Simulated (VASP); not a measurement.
# Bi (R-3m) in VASP: a series of runs

Bi is run at these levels: LDA; tasks: electric field gradients.

Program: VASP 6.6.1. These are calculated values, not measurements. Logs are shortened: lines on timing, memory, paths and dates and some standing lists are left out, and cuts for length are marked.

### 1 The cell of the first run

The structure is trigonal, space group R-3m (No. 166). Conventional cell: a = 4.546 Å, b = 4.546 Å, c = 12.218 Å, α = 90.00°, β = 90.00°, γ = 120.00°. Within 4.1 Å of Bi (site symmetry 3m) lie 6 Bi at 3.10 to 3.58 Å.

### 2 Electric field gradients, LDA (zz strain of +3 %)

The input, INCAR:

```
  PREC = Accurate
  ENCUT = 520
  EDIFF = 1E-8
  ISMEAR = -1
  SIGMA = 0.03
  LREAL = F
  LASPH = T
  NELM = 80
  ALGO = Normal
  ISIF = 2
  LWAVE = F
  LCHARG = F
  GGA = CA
  LEFG = T
  NBANDS = 22
```

The input, KPOINTS:

```
regular mesh
0
Gamma
  11 11 11
```

The input, POSCAR:

```
Bi
1.0
    2.2729996784      1.3123169762      4.0726200000
   -2.2729996784      1.3123169762      4.0726200000
    0.0000000000     -2.6246339523      4.0726200000
Bi
2
Direct
    0.2338900000      0.2338900000      0.2338900000
    0.7661100000      0.7661100000      0.7661100000
```

Potentials or basis: VASP PAW LDA potentials, release 64 (Bi_d).

Launch:

```bash
cat potpaw_LDA.64/Bi_d/POTCAR > POTCAR
mpirun -np 1 vasp_std > vasp.out
```

OUTCAR:

```text
PREC = Accurate
   ENCUT = 520
   EDIFF = 1E-8
   ISMEAR = -1
   LREAL = F
   LASPH = T
   NELM = 80
   ISIF = 2
   GGA = CA

 ion  position               nearest neighbor table
   1  0.234  0.234  0.234-   2 3.10   2 3.10   2 3.10   2 3.58   2 3.58   2 3.58
   2  0.766  0.766  0.766-   1 3.10   1 3.10   1 3.10   1 3.58   1 3.58   1 3.58

  LATTYP: Found a trigonal (rhomboedric) cell.
 ALAT       =     4.8450941217
 COS(alpha) =     0.5598260794

  Lattice vectors:

 A1 = (   2.2729996784,   1.3123169762,   4.0726200000)
 A2 = (  -2.2729996784,   1.3123169762,   4.0726200000)
 A3 = (   0.0000000000,  -2.6246339523,   4.0726200000)

Analysis of symmetry for initial positions (statically):
=====================================================================
 Subroutine PRICEL returns:
 Original cell was already a primitive cell.

 Routine SETGRP: Setting up the symmetry group for a
 trigonal (rhombohedral) supercell.

 Subroutine GETGRP returns: Found 12 space group operations
 (whereof 12 operations were pure point group operations)
 out of a pool of 12 trial point group operations.

The static configuration has the point symmetry D_3d.

Analysis of symmetry for dynamics (positions and initial velocities):
=====================================================================
 Subroutine PRICEL returns:
 Original cell was already a primitive cell.

 Routine SETGRP: Setting up the symmetry group for a
 trigonal (rhombohedral) supercell.

 Subroutine GETGRP returns: Found 12 space group operations
 (whereof 12 operations were pure point group operations)
 out of a pool of 12 trial point group operations.

The dynamic configuration has the point symmetry D_3d.

 Subroutine INISYM returns: Found 12 space group operations
 (whereof 12 operations are pure point group operations),
 and found     1 'primitive' translations

----------------------------------------------------------------------------------------

                                     Primitive cell

  volume of cell :      72.8892

  direct lattice vectors                    reciprocal lattice vectors
     2.272999678  1.312316976  4.072620000     0.219973634  0.127001837  0.081847394
    -2.272999678  1.312316976  4.072620000    -0.219973634  0.127001837  0.081847394
     0.000000000 -2.624633952  4.072620000     0.000000000 -0.254003674  0.081847394

  length of vectors
     4.845094122  4.845094122  4.845094122     0.266864876  0.266864876  0.266864876

  position of ions in fractional coordinates (direct lattice)
     0.233890000  0.233890000  0.233890000
     0.766110000  0.766110000  0.766110000

  ion indices of the primitive-cell ions
   primitive index   ion index
                 1           1
                 2           2

----------------------------------------------------------------------------------------

 KPOINTS: regular mesh

Automatic generation of k-mesh.
 Grid dimensions read from file:
 generate k-points for:   11   11   11

 Generating k-lattice:

  Cartesian coordinates                     Fractional coordinates (reciprocal lattice)
     0.019997603  0.011545622  0.007440672     0.090909091 -0.000000000  0.000000000
    -0.019997603  0.011545622  0.007440672    -0.000000000  0.090909091  0.000000000
     0.000000000 -0.023091243  0.007440672     0.000000000  0.000000000  0.090909091

  Length of vectors
     0.024260443  0.024260443  0.024260443

  Shift w.r.t. Gamma in fractional coordinates (k-lattice)
     0.000000000  0.000000000  0.000000000

 Subroutine IBZKPT returns following result:
 ===========================================

 Found    146 irreducible k-points:

 Following reciprocal coordinates:
            Coordinates               Weight
  0.000000  0.000000  0.000000      1.000000
  0.090909  0.000000  0.000000      6.000000
  0.181818  0.000000  0.000000      6.000000
  0.272727  0.000000  0.000000      6.000000
  0.363636  0.000000  0.000000      6.000000
  0.454545  0.000000  0.000000      6.000000
[... 16 lines left out ...]
 -0.272727  0.181818 -0.000000     12.000000
 -0.181818  0.181818  0.000000      6.000000
 [... further k-points ...]
   k-points           NKPTS =    146   k-points in BZ     NKDIM =    146   number of bands    NBANDS=     22
   number of dos      NEDOS =    301   number of ions     NIONS =      2
   total plane-waves  NPLWV =  46656
   dimension x,y,z NGX =    36 NGY =   36 NGZ =   36
   dimension x,y,z NGXF=    72 NGYF=   72 NGZF=   72
   ions per type =               2
   NGX,Y,Z   is equivalent  to a cutoff of  12.35, 12.35, 12.35 a.u.
   NGXF,Y,Z  is equivalent  to a cutoff of  24.70, 24.70, 24.70 a.u.
 SYSTEM =  unknown system
   PREC   = accura    normal or accurate (medium, high low for compatibility)
   ISTART =      0    job   : 0-new  1-cont  2-samecut
   ICHARG =      2    charge: 1-file 2-atom 10-const
   ISPIN  =      1    spin polarized calculation?
   LNONCOLLINEAR =      F non collinear calculations
   LSORBIT =      F    spin-orbit coupling
   LASPH  =      T    aspherical Exc in radial PAW
   ENCUT  =  520.0 eV  38.22 Ry    6.18 a.u.   9.01  9.01  9.01*2*pi/ulx,y,z
   NELM   =     80;   NELMIN=  2; NELMDL= -5     # of ELM steps
   EDIFF  = 0.1E-07   stopping-criterion for ELM
   LREAL  =      F    real-space projection
   EDIFFG = 0.1E-06   stopping-criterion for IOM
   NSW    =      0    number of steps for IOM
   IBRION =     -1    ionic relax: 0-MD 1-quasi-New 2-CG
   NFREE  =      0    steps in history (QN), initial steepest desc. (CG)
   ISIF   =      2    stress and relaxation
   ISYM   =      2    0-nonsym 1-usesym 2-fastsym
   POTIM  = 0.5000    time-step for ionic-motion
   TEBEG  =    0.0;   TEEND  =   0.0 temperature during run
   PSTRESS=    0.0 pullay stress
   NELECT =      30.0000    total number of electrons
   NUPDOWN=      -1.0000    fix difference up-down
   EMIN   =  10.00;   EMAX   =-10.00  energy-range for DOS
   EFERMI =   0.00;   METHOD = LEGACY
   ISMEAR =    -1;   SIGMA  =   0.03  broadening in eV -4-tet -1-fermi 0-gaus
   EFERMI_NEDOS =   21; number of points for ismear=-14 and -15
   IALGO  =     38    algorithm
   IMIX   =      4    mixing-type and parameters
     AMIX     =   0.40;   BMIX     =  1.00
     AMIX_MAG =   1.60;   BMIX_MAG =  1.00
  volume/ion in A,a.u.               =      36.44       245.94
  Fermi-wavevector in a.u.,A,eV,Ry     =   1.217758  2.301228 20.176534  1.482933
  Thomas-Fermi vector in A             =   2.353067
   LORBIT       =      0    0 simple, 1 ext, 2 COOP (PROOUT), +10 PAW based schemes
   GGA     = CA    functional components
   LHFCALC =     F    Hartree Fock is set to
   AEXX    =    0.0000 exact exchange contribution
   IVDW    =     0    specifies the selected vdW correction
   LEPSILON=     F    determine dielectric tensor
   LRPA    =     F    only Hartree local field effects (RPA)
 non-spin polarized calculation
  energy-cutoff  :      520.00
  volume of cell :       72.89
 maximum number of plane-waves:      2002
   NGX = 19   NGY = 19   NGZ = 19

 number of electron      29.9999995 magnetization

 Free energy of the ion-electron system (eV)
  ---------------------------------------------------
  ext. energy  EPLUGINS =         0.00000000
  ---------------------------------------------------
  free energy    TOTEN  =        -9.07370268 eV

  energy without entropy =       -9.07298985  energy(sigma->0) =       -9.07334627

 E-fermi :   5.6853     XC(G=0):  -9.6368

 val. band max:        5.6800792352   @ k =   0.3636   0.1818   0.1818
 cond. band min:       5.7878288333   @ k =   0.4545   0.0909   0.0909
 fundamental gap:      0.1077495980
 Fermi energy:         5.6852859158

 k-point     1 :       0.0000    0.0000    0.0000
  band No.  band energies     occupation
      1     -17.1300      2.00000
      2     -17.1300      2.00000
      3     -16.9880      2.00000
      4     -16.9880      2.00000
      5     -16.9779      2.00000
      6     -16.8209      2.00000
[... 14 lines left out ...]
     21      11.6199      0.00000
     22      11.6391      0.00000

 k-point     2 :       0.0909    0.0000    0.0000
  band No.  band energies     occupation
      1     -17.1247      2.00000
      2     -17.1229      2.00000
      3     -16.9858      2.00000
      4     -16.9838      2.00000
      5     -16.9743      2.00000
      6     -16.8241      2.00000
[... 14 lines left out ...]
     21      11.6979      0.00000
     22      12.3279      0.00000

 k-point     3 :       0.1818    0.0000    0.0000
  band No.  band energies     occupation
      1     -17.1097      2.00000
      2     -17.1020      2.00000
      3     -16.9804      2.00000
      4     -16.9718      2.00000
      5     -16.9630      2.00000
      6     -16.8347      2.00000
[... 14 lines left out ...]
     21      12.0555      0.00000
     22      13.7011      0.00000

 k-point     4 :       0.2727    0.0000    0.0000
  band No.  band energies     occupation
      1     -17.0877      2.00000
      2     -17.0692      2.00000
      3     -16.9734      2.00000
      4     -16.9534      2.00000
      5     -16.9446      2.00000
      6     -16.8536      2.00000
[... 14 lines left out ...]
     21      12.7461      0.00000
     22      15.2168      0.00000

 k-point     5 :       0.3636    0.0000    0.0000
  band No.  band energies     occupation
      1     -17.0642      2.00000
      2     -17.0279      2.00000
      3     -16.9667      2.00000
      4     -16.9311      2.00000
      5     -16.9225      2.00000
      6     -16.8793      2.00000
[... 417 lines left out ...]
 k-point    22 :      -0.3636    0.1818    0.0000
  band No.  band energies     occupation
      1     -17.0731      2.00000
      2     -16.9616      2.00000
      3     -16.9500      2.00000
      4     -16.9442      2.00000
      5     -16.9160      2.00000
      6     -16.8903      2.00000
[... 14 lines left out ...]
     21      13.6205      0.00000
     22      15.6359      0.00000

 k-point    23 :      -0.2727    0.1818   -0.0000
  band No.  band energies     occupation
      1     -17.0881      2.00000
      2     -16.9943      2.00000
      3     -16.9622      2.00000
      4     -16.9466      2.00000
      5     -16.9055      2.00000
      6     -16.8960      2.00000
[... 14 lines left out ...]
     21      14.3936      0.00000
     22      15.3526      0.00000

 k-point    24 :      -0.1818    0.1818    0.0000
  band No.  band energies     occupation
      1     -17.1021      2.00000
      2     -17.0366      2.00000
      3     -16.9699      2.00000
      4     -16.9615      2.00000
      5     -16.9223      2.00000
      6     -16.8749      2.00000
[... 14 lines left out ...]
     21      13.6031      0.00000
     22      14.2436      0.00000

 [... further k-points ...]

------------------------ aborting loop because EDIFF is reached ----------------------------------------

  FORCE on cell =-STRESS in cart. coord.  units (eV):
  Direction    XX          YY          ZZ          XY          YZ          ZX
  --------------------------------------------------------------------------------------
  -------------------------------------------------------------------------------------
  Total       -1.2234004     -1.2234004     -1.4549010      0.0000000     -0.0000000      0.0000000
  in kB      -26.8915568    -26.8915568    -31.9801696      0.0000000     -0.0000000      0.0000000
  external PRESSURE =     -28.5877610 kB  Pullay stress =       0.0000000 kB

 VOLUME and BASIS-vectors are now :
 -----------------------------------------------------------------------------
  energy-cutoff  :      520.00
  volume of cell :       72.89
      direct lattice vectors                 reciprocal lattice vectors
     2.272999678  1.312316976  4.072620000     0.219973634  0.127001837  0.081847394
    -2.272999678  1.312316976  4.072620000    -0.219973634  0.127001837  0.081847394
     0.000000000 -2.624633952  4.072620000     0.000000000 -0.254003674  0.081847394

 POSITION                                       TOTAL-FORCE (eV/Angst)
 -----------------------------------------------------------------------------------
      0.00000      0.00000      2.85764         0.000000     -0.000000     -0.128612
      0.00000      0.00000      9.36022         0.000000      0.000000      0.128612
 -----------------------------------------------------------------------------------
    total drift:                                0.000000     -0.000000      0.000000

  FREE ENERGIE OF THE ION-ELECTRON SYSTEM (eV)
  ---------------------------------------------------
  free  energy   TOTEN  =        -9.0737026822 eV

  energy  without entropy=       -9.0729898480  energy(sigma->0) =       -9.07334627

 Electric field gradients (V/A^2)
---------------------------------------------------------------------
 ion       V_xx      V_yy      V_zz      V_xy      V_xz      V_yz
---------------------------------------------------------------------
   1       6.016     6.016   -12.032    -0.000    -0.000    -0.000
   2       6.016     6.016   -12.032    -0.000    -0.000    -0.000
---------------------------------------------------------------------

 Electric field gradients after diagonalization (V/A^2)
 (convention: |V_zz| > |V_xx| > |V_yy|)
----------------------------------------------------------------------
 ion       V_xx      V_yy      V_zz     asymmetry (V_yy - V_xx)/ V_zz
----------------------------------------------------------------------
   1       6.016     6.016   -12.032       0.000
   2       6.016     6.016   -12.032       0.000
----------------------------------------------------------------------

           NMR quadrupolar parameters

 Cq : quadrupolar parameter    Cq=e*Q*V_zz/h
 eta: asymmetry parameters     (V_yy - V_xx)/ V_zz
 Q  : nuclear electric quadrupole moment in mb (millibarn)
----------------------------------------------------------------------
 ion       Cq(MHz)       eta       Q (mb)
----------------------------------------------------------------------
   1      -0.029       0.000       1.000
   2      -0.029       0.000       1.000
----------------------------------------------------------------------
```

Wall time 65 s (1 thread of Intel Xeon 6975P-C (Granite Rapids), shared host); peak memory 0.3 GiB.

Results:

```yaml
Free_energy: -9.0737 eV
Pressure: -2.9 GPa
Largest_force: 0.129 eV/Å
Band_gap_on_the_k_mesh: zero (bands 15 and 16 overlap by 0.11 eV)
Largest_electric_field_gradient_by_atom: Bi -12.0 V/Å²
```

Forces on the atoms (eV/Å):
```
Bi   0.000  0.000 -0.129
Bi   0.000  0.000  0.129
```

Levels at points of the mesh, in eV from the Fermi level:
| k point | band 13 | band 14 | band 15 | band 16 | band 17 | band 18 |
| --- | --- | --- | --- | --- | --- | --- |
| (0.00, 0.00, 0.00) | -1.60 | -1.06 | -1.06 | 2.43 | 2.85 | 2.85 |

Electric field gradients, principal values (V/Å²):
```tsv
atom	least	middle	greatest (by size)
1 Bi	6.016	6.016	-12.032
2 Bi	6.016	6.016	-12.032
```

Caveat: the cell differs from its parent crystal (zz strain of +3 %); without QUAD_EFG the Cq values of the log hold for a quadrupole moment of 1 mb, not for the nuclei; spin-orbit coupling is left out, which moves the levels of the heavy elements.

(Continued in part 2 of 2.)
